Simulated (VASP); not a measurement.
# BaAlSi (P-6m2) in VASP: notebook

BaAlSi is run at these levels: LDA; tasks: single point.

Program: VASP 6.6.1. These are calculated values, not measurements. Logs are shortened: lines on timing, memory, paths and dates and some standing lists are left out, and cuts for length are marked.

### Step 1. The cell of the first run

The structure is hexagonal, space group P-6m2 (No. 187). Conventional cell: a = 4.308 Å, b = 4.308 Å, c = 5.226 Å, α = 90.00°, β = 90.00°, γ = 120.00°. Ba (site symmetry -6m2) has 6 Al at 3.61 Å and 6 Si at 3.61 Å and 6 Ba at 4.31 Å within 4.7 Å. Al (site symmetry -6m2) has 3 Si at 2.49 Å within 3.3 Å. Within 3.3 Å of Si (site symmetry -6m2) lie 3 Al at 2.49 Å.

### Step 2. Single point, LDA

INCAR reads:

```
SYSTEM = BaAlSi
ALGO = Normal
EDIFF = 1E-6
ENCUT = 520
GGA = CA
ISIF = 2
ISMEAR = 0
LASPH = .True.
LCHARG = .True.
LELF = .True.
LREAL = .False.
LVHAR = .True.
LWAVE = .False.
NBANDS = 16
NELM = 80
PREC = Accurate
SIGMA = 0.1
```

KPOINTS reads:

```
k-points
0
Gamma
  7 7 5
  0 0 0
```

POSCAR reads:

```
BaAlSi
1.0
    4.3076140000      0.0000000000      0.0000000000
   -2.1538070000      3.7305031537      0.0000000000
    0.0000000000      0.0000000000      5.2258550000
Ba Al Si
1 1 1
Direct
    0.0000000000      0.0000000000      0.0000000000
    0.6666666667      0.3333333333      0.5000000000
    0.3333333333      0.6666666667      0.5000000000
```

Potentials or basis: VASP PAW LDA potentials, release 64 (Ba_sv, Al, Si).

Started as:

```sh
cat potpaw_LDA.64/Ba_sv/POTCAR potpaw_LDA.64/Al/POTCAR potpaw_LDA.64/Si/POTCAR > POTCAR
mpirun -np 1 vasp_std > vasp.out
```

OUTCAR:

```text
SYSTEM = BaAlSi
   EDIFF = 1E-6
   ENCUT = 520
   GGA = CA
   ISIF = 2
   ISMEAR = 0
   LASPH = .True.
   LREAL = .False.
   NELM = 80
   PREC = Accurate

 ion  position               nearest neighbor table
   1  0.000  0.000  0.000-   2 3.61   3 3.61   2 3.61   3 3.61   2 3.61   2 3.61   3 3.61   3 3.61
                             2 3.61   2 3.61   3 3.61   3 3.61
   2  0.667  0.333  0.500-   3 2.49   3 2.49   3 2.49   1 3.61   1 3.61   1 3.61   1 3.61   1 3.61
                             1 3.61
   3  0.333  0.667  0.500-   2 2.49   2 2.49   2 2.49   1 3.61   1 3.61   1 3.61   1 3.61   1 3.61
                             1 3.61

  LATTYP: Found a hexagonal cell.
 ALAT       =     4.3076140000
 C/A-ratio  =     1.2131669644

  Lattice vectors:

 A1 = (   4.3076140000,   0.0000000000,   0.0000000000)
 A2 = (  -2.1538070000,   3.7305031537,   0.0000000000)
 A3 = (   0.0000000000,   0.0000000000,   5.2258550000)

Analysis of symmetry for initial positions (statically):
=====================================================================
 Subroutine PRICEL returns:
 Original cell was already a primitive cell.

 Routine SETGRP: Setting up the symmetry group for a
 hexagonal supercell.

 Subroutine GETGRP returns: Found 12 space group operations
 (whereof 12 operations were pure point group operations)
 out of a pool of 24 trial point group operations.

The static configuration has the point symmetry D_3h.

Analysis of symmetry for dynamics (positions and initial velocities):
=====================================================================
 Subroutine PRICEL returns:
 Original cell was already a primitive cell.

 Routine SETGRP: Setting up the symmetry group for a
 hexagonal supercell.

 Subroutine GETGRP returns: Found 12 space group operations
 (whereof 12 operations were pure point group operations)
 out of a pool of 24 trial point group operations.

The dynamic configuration has the point symmetry D_3h.

 Subroutine INISYM returns: Found 12 space group operations
 (whereof 12 operations are pure point group operations),
 and found     1 'primitive' translations

----------------------------------------------------------------------------------------

                                     Primitive cell

  volume of cell :      83.9772

  direct lattice vectors                    reciprocal lattice vectors
     4.307614000  0.000000000  0.000000000     0.232147077  0.134030178  0.000000000
    -2.153807000  3.730503154  0.000000000     0.000000000  0.268060355  0.000000000
     0.000000000  0.000000000  5.225855000     0.000000000  0.000000000  0.191356247

  length of vectors
     4.307614000  4.307614000  5.225855000     0.268060355  0.268060355  0.191356247

  position of ions in fractional coordinates (direct lattice)
     0.000000000  0.000000000  0.000000000
     0.666666667  0.333333333  0.500000000
     0.333333333  0.666666667  0.500000000

  ion indices of the primitive-cell ions
   primitive index   ion index
                 1           1
                 2           2
                 3           3

----------------------------------------------------------------------------------------

 KPOINTS: k-points

Automatic generation of k-mesh.
 Grid dimensions read from file:
 generate k-points for:    7    7    5

 Generating k-lattice:

  Cartesian coordinates                     Fractional coordinates (reciprocal lattice)
     0.033163868  0.019147168  0.000000000     0.142857143  0.000000000  0.000000000
     0.000000000  0.038294336  0.000000000     0.000000000  0.142857143  0.000000000
     0.000000000  0.000000000  0.038271249     0.000000000  0.000000000  0.200000000

  Length of vectors
     0.038294336  0.038294336  0.038271249

  Shift w.r.t. Gamma in fractional coordinates (k-lattice)
     0.000000000  0.000000000  0.000000000

 Subroutine IBZKPT returns following result:
 ===========================================

 Found     24 irreducible k-points:

 Following reciprocal coordinates:
            Coordinates               Weight
  0.000000  0.000000  0.000000      1.000000
  0.142857  0.000000  0.000000      6.000000
  0.285714  0.000000  0.000000      6.000000
  0.428571  0.000000  0.000000      6.000000
  0.142857  0.142857  0.000000      6.000000
  0.285714  0.142857  0.000000     12.000000
[... 16 lines left out ...]
  0.428571  0.142857  0.400000     12.000000
  0.285714  0.285714  0.400000     12.000000
   k-points           NKPTS =     24   k-points in BZ     NKDIM =     24   number of bands    NBANDS=     16
   number of dos      NEDOS =    301   number of ions     NIONS =      3
   total plane-waves  NPLWV =  40960
   dimension x,y,z NGX =    32 NGY =   32 NGZ =   40
   dimension x,y,z NGXF=    64 NGYF=   64 NGZF=   80
   ions per type =               1   1   1
   NGX,Y,Z   is equivalent  to a cutoff of  12.35, 12.35, 12.72 a.u.
   NGXF,Y,Z  is equivalent  to a cutoff of  24.70, 24.70, 25.45 a.u.
 SYSTEM =  BaAlSi
   PREC   = accura    normal or accurate (medium, high low for compatibility)
   ISTART =      0    job   : 0-new  1-cont  2-samecut
   ICHARG =      2    charge: 1-file 2-atom 10-const
   ISPIN  =      1    spin polarized calculation?
   LNONCOLLINEAR =      F non collinear calculations
   LSORBIT =      F    spin-orbit coupling
   LASPH  =      T    aspherical Exc in radial PAW
   ENCUT  =  520.0 eV  38.22 Ry    6.18 a.u.   8.01  8.01  9.72*2*pi/ulx,y,z
   NELM   =     80;   NELMIN=  2; NELMDL= -5     # of ELM steps
   EDIFF  = 0.1E-05   stopping-criterion for ELM
   LREAL  =      F    real-space projection
   EDIFFG = 0.1E-04   stopping-criterion for IOM
   NSW    =      0    number of steps for IOM
   IBRION =     -1    ionic relax: 0-MD 1-quasi-New 2-CG
   NFREE  =      0    steps in history (QN), initial steepest desc. (CG)
   ISIF   =      2    stress and relaxation
   ISYM   =      2    0-nonsym 1-usesym 2-fastsym
   POTIM  = 0.5000    time-step for ionic-motion
   TEBEG  =    0.0;   TEEND  =   0.0 temperature during run
   PSTRESS=    0.0 pullay stress
   NELECT =      17.0000    total number of electrons
   NUPDOWN=      -1.0000    fix difference up-down
   EMIN   =  10.00;   EMAX   =-10.00  energy-range for DOS
   EFERMI =   0.00;   METHOD = LEGACY
   ISMEAR =     0;   SIGMA  =   0.10  broadening in eV -4-tet -1-fermi 0-gaus
   EFERMI_NEDOS =   21; number of points for ismear=-14 and -15
   IALGO  =     38    algorithm
   IMIX   =      4    mixing-type and parameters
     AMIX     =   0.40;   BMIX     =  1.00
     AMIX_MAG =   1.60;   BMIX_MAG =  1.00
  volume/ion in A,a.u.               =      27.99       188.90
  Fermi-wavevector in a.u.,A,eV,Ry     =   0.961252  1.816503 12.571859  0.924006
  Thomas-Fermi vector in A             =   2.090608
   LORBIT       =      0    0 simple, 1 ext, 2 COOP (PROOUT), +10 PAW based schemes
   GGA     = CA    functional components
   LHFCALC =     F    Hartree Fock is set to
   AEXX    =    0.0000 exact exchange contribution
   IVDW    =     0    specifies the selected vdW correction
   LEPSILON=     F    determine dielectric tensor
   LRPA    =     F    only Hartree local field effects (RPA)
 non-spin polarized calculation
 Gauss-broadening in eV      SIGMA  =   0.10
  energy-cutoff  :      520.00
  volume of cell :       83.98
 maximum number of plane-waves:      2274
   NGX = 17   NGY = 17   NGZ = 19

 number of electron      17.0000000 magnetization

 Free energy of the ion-electron system (eV)
  ---------------------------------------------------
  ext. energy  EPLUGINS =         0.00000000
  ---------------------------------------------------
  free energy    TOTEN  =       -13.62724797 eV

  energy without entropy =      -13.62028139  energy(sigma->0) =      -13.62376468

 E-fermi :   3.9836     XC(G=0):  -9.2339

 val. band max:        3.9592892023   @ k =   0.2857   0.0000   0.0000
 cond. band min:       4.0144069291   @ k =   0.2857   0.0000   0.2000
 fundamental gap:      0.0551177267
 Fermi energy:         3.9835578336

 k-point     1 :       0.0000    0.0000    0.0000
  band No.  band energies     occupation
      1     -23.7723      2.00000
      2      -9.1340      2.00000
      3      -8.7886      2.00000
      4      -8.7886      2.00000
      5      -5.1892      2.00000
      6       2.6045      2.00000
[... 8 lines left out ...]
     15       7.9201      0.00000
     16       7.9201      0.00000

 k-point     2 :       0.1429    0.0000    0.0000
  band No.  band energies     occupation
      1     -23.7634      2.00000
      2      -9.1111      2.00000
      3      -8.9179      2.00000
      4      -8.8141      2.00000
      5      -4.9614      2.00000
      6       1.6512      2.00000
[... 8 lines left out ...]
     15       7.5613      0.00000
     16       8.3786      0.00000

 k-point     3 :       0.2857    0.0000    0.0000
  band No.  band energies     occupation
      1     -23.7433      2.00000
      2      -9.1826      2.00000
      3      -9.0588      2.00000
      4      -8.8705      2.00000
      5      -4.3576      2.00000
      6      -0.0059      2.00000
[... 8 lines left out ...]
     15       8.8145      0.00000
     16       9.7438      0.00000

 k-point     4 :       0.4286    0.0000    0.0000
  band No.  band energies     occupation
      1     -23.7271      2.00000
      2      -9.3754      2.00000
      3      -9.0160      2.00000
      4      -8.9148      2.00000
      5      -3.6119      2.00000
      6      -1.2944      2.00000
[... 8 lines left out ...]
     15      10.0110      0.00000
     16      11.1022      0.00000
[... 324 lines left out ...]
 k-point    22 :       0.2857    0.1429    0.4000
  band No.  band energies     occupation
      1     -23.7285      2.00000
      2      -9.2429      2.00000
      3      -9.1461      2.00000
      4      -8.9453      2.00000
      5      -3.8470      2.00000
      6      -0.6706      2.00000
[... 8 lines left out ...]
     15       9.0994      0.00000
     16      10.1597      0.00000

 k-point    23 :       0.4286    0.1429    0.4000
  band No.  band energies     occupation
      1     -23.7205      2.00000
      2      -9.3179      2.00000
      3      -9.1044      2.00000
      4      -8.9823      2.00000
      5      -3.5907      2.00000
      6      -1.2782      2.00000
[... 8 lines left out ...]
     15       9.5989      0.00000
     16       9.9173      0.00000

 k-point    24 :       0.2857    0.2857    0.4000
  band No.  band energies     occupation
      1     -23.7185      2.00000
      2      -9.2424      2.00000
      3      -9.0953      2.00000
      4      -9.0937      2.00000
      5      -3.4864      2.00000
      6      -1.4040      2.00000
[... 8 lines left out ...]
     15       9.1404      0.00000
     16       9.4828      0.00000

------------------------ aborting loop because EDIFF is reached ----------------------------------------

  FORCE on cell =-STRESS in cart. coord.  units (eV):
  Direction    XX          YY          ZZ          XY          YZ          ZX
  --------------------------------------------------------------------------------------
  -------------------------------------------------------------------------------------
  Total       -1.3568295     -1.3568295     -1.6175349      0.0000000      0.0000000     -0.0000000
  in kB      -25.8865585    -25.8865585    -30.8604804      0.0000000      0.0000000     -0.0000000
  external PRESSURE =     -27.5445325 kB  Pullay stress =       0.0000000 kB

 VOLUME and BASIS-vectors are now :
 -----------------------------------------------------------------------------
  energy-cutoff  :      520.00
  volume of cell :       83.98
      direct lattice vectors                 reciprocal lattice vectors
     4.307614000  0.000000000  0.000000000     0.232147077  0.134030178  0.000000000
    -2.153807000  3.730503154  0.000000000     0.000000000  0.268060355  0.000000000
     0.000000000  0.000000000  5.225855000     0.000000000  0.000000000  0.191356247

 POSITION                                       TOTAL-FORCE (eV/Angst)
 -----------------------------------------------------------------------------------
      0.00000      0.00000      0.00000        -0.000000      0.000000      0.000000
      2.15381      1.24350      2.61293        -0.000000      0.000000      0.000000
     -0.00000      2.48700      2.61293         0.000000      0.000000      0.000000
 -----------------------------------------------------------------------------------
    total drift:                                0.000000     -0.000000     -0.000000

  FREE ENERGIE OF THE ION-ELECTRON SYSTEM (eV)
  ---------------------------------------------------
  free  energy   TOTEN  =       -13.6272479720 eV

  energy  without entropy=      -13.6202813863  energy(sigma->0) =      -13.62376468
```

Run time: 28 s. Hardware: 1 thread of Intel Xeon Platinum 8375C at 2.90GHz (Ice Lake), shared host; peak memory 0.18 GiB.

Results:

* Free energy: -13.6272 eV
* Pressure: -2.8 GPa
* Band gap on the k mesh: zero (an odd number of electrons rules out a gap without spin polarisation)

Caveat: spin-orbit coupling is left out, which moves the levels of the heavy elements.

### Step 3. Single point, LDA

INCAR reads:

```
  PREC = Accurate
  ENCUT = 520
  EDIFF = 1E-7
  ISMEAR = 0
  SIGMA = 0.1
  LREAL = F
  LASPH = T
  NELM = 100
  ALGO = Normal
  ISIF = 2
  LWAVE = F
  LCHARG = T
  GGA = CA
  LELF = T
  LVHAR = T
  NBANDS = 16
```

KPOINTS reads:

```
regular mesh
0
Gamma
  7 7 5
```

POSCAR is that of step 2.

Potentials or basis: VASP PAW LDA potentials, release 64 (Ba_sv, Al, Si).

Started as:

```sh
cat potpaw_LDA.64/Ba_sv/POTCAR potpaw_LDA.64/Al/POTCAR potpaw_LDA.64/Si/POTCAR > POTCAR
mpirun -np 1 vasp_std > vasp.out
```

It took 31 s on 1 thread of Intel Xeon Platinum 8375C at 2.90GHz (Ice Lake), shared host; peak memory 0.18 GiB.

The run converged. Its results:

* Free energy: -13.6272 eV
* Pressure: -2.8 GPa
* Band gap on the k mesh: zero (an odd number of electrons rules out a gap without spin polarisation)

Stress tensor (GPa, compression positive):
```
-2.59  0.00  0.00
 0.00 -2.59  0.00
 0.00  0.00 -3.09
```

Levels at points of the mesh, in eV from the Fermi level:
| k point | band 5 | band 6 | band 7 | band 8 | band 9 | band 10 | band 11 | band 12 |
| --- | --- | --- | --- | --- | --- | --- | --- | --- |
| (0.00, 0.00, 0.00) | -9.17 | -1.38 | -1.05 | -1.05 | -0.45 | 0.78 | 2.70 | 2.70 |

Caveat: spin-orbit coupling is left out, which moves the levels of the heavy elements.
